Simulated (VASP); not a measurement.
A run of VASP 6.6.1:

INCAR

```
SYSTEM = H3CCl
PREC = Accurate
ENCUT = 520
EDIFF = 1E-7
ISMEAR = -1
SIGMA = 0.02
LREAL = Auto
LASPH = .TRUE.
NELM = 60
ALGO = Normal
ISIF = 2
LWAVE = .FALSE.
LCHARG = .FALSE.
GGA = PE
IBRION = 2
NSW = 35
EDIFFG = -0.3
```

File KPOINTS:

```
regular mesh
0
G
  1 1 1
  0 0 0
```

POSCAR

```
H3CCl
1.0
    8.7171280000      0.0000000000      0.0000000000
    0.0000000000      8.7171280000      0.0000000000
    0.0000000000      0.0000000000      8.7171280000
C Cl H
8 8 24
Direct
    0.1921485000      0.3694624000      0.8162202000
    0.9142121000      0.1152578000      0.5403636000
    0.9701155000      0.4079920000      0.1141611000
    0.6354714000      0.8471240000      0.9538405000
    0.4108975000      0.1644443000      0.3056122000
    0.5726638000      0.5585797000      0.4507418000
    0.9584039000      0.8749258000      0.9841307000
    0.7240556000      0.4562727000      0.7450973000
    0.3917125000      0.3988705000      0.8458972000
    1.0313713000      0.0260413000      0.6813795000
    0.9370964000      0.4914376000      0.2972401000
    0.6449898000      0.8446445000      0.7501874000
    0.3606686000      0.0019221000      0.4180175000
    0.5305491000      0.5389557000      0.2522158000
    1.1172936000      0.9834761000      1.0515269000
    0.7295509000      0.2794661000      0.8464904000
    0.1518028000      0.4498884000      0.7297010000
    0.1738313000      0.2522387000      0.7774287000
    0.1319410000      0.3887430000      0.9238539000
    0.8825490000      0.2292265000      0.5802422000
    0.9785258000      0.1236544000      0.4337103000
    0.8117756000      0.0460345000      0.5231423000
    1.0760204000      0.3420431000      0.1182361000
    0.8742690000      0.3331881000      0.0858854000
    0.9797250000      0.4990403000      0.0293109000
    0.7031496000      0.9430039000      0.9963660000
    0.5163077000      0.8601846000      0.9886417000
    0.6812874000      0.7396605000      0.9978199000
    0.3086507000      0.2070048000      0.2480284000
    0.4575498000      0.2526694000      0.3805894000
    0.4964110000      0.1304649000      0.2212644000
    0.4765567000      0.6148263000      0.5071462000
    0.5905323000      0.4451699000      0.4997380000
    0.6759881000      0.6274319000      0.4635934000
    0.8875298000      0.9476808000      0.9115685000
    1.0008028000      0.7775369000      0.9185607000
    0.8922363000      0.8349015000      1.0821185000
    0.7380498000      0.5499904000      0.8263553000
    0.8168066000      0.4579412000      0.6615739000
    0.6140370000      0.4662015000      0.6869679000
```

Potentials or basis: VASP PAW PBE potentials, release 64 (C, Cl, H).

Command:

```bash
$ cat potpaw_PBE.64/C/POTCAR potpaw_PBE.64/Cl/POTCAR potpaw_PBE.64/H/POTCAR > POTCAR
$ mpirun -np 1 vasp_gam > vasp.out
```

Hardware: 1 thread of Intel(R) Xeon(R) Platinum 8259CL CPU @ 2.50GHz (Skylake/Cascade Lake), on a shared host.

Question: How long does it take, and how much memory?

Answer: Wall time 30 min on 1 thread of Intel(R) Xeon(R) Platinum 8259CL CPU @ 2.50GHz (Skylake/Cascade Lake), with other jobs on the host, peak memory 0.75 GiB. Counts: scf iterations 241, k points 1, ion steps 22.
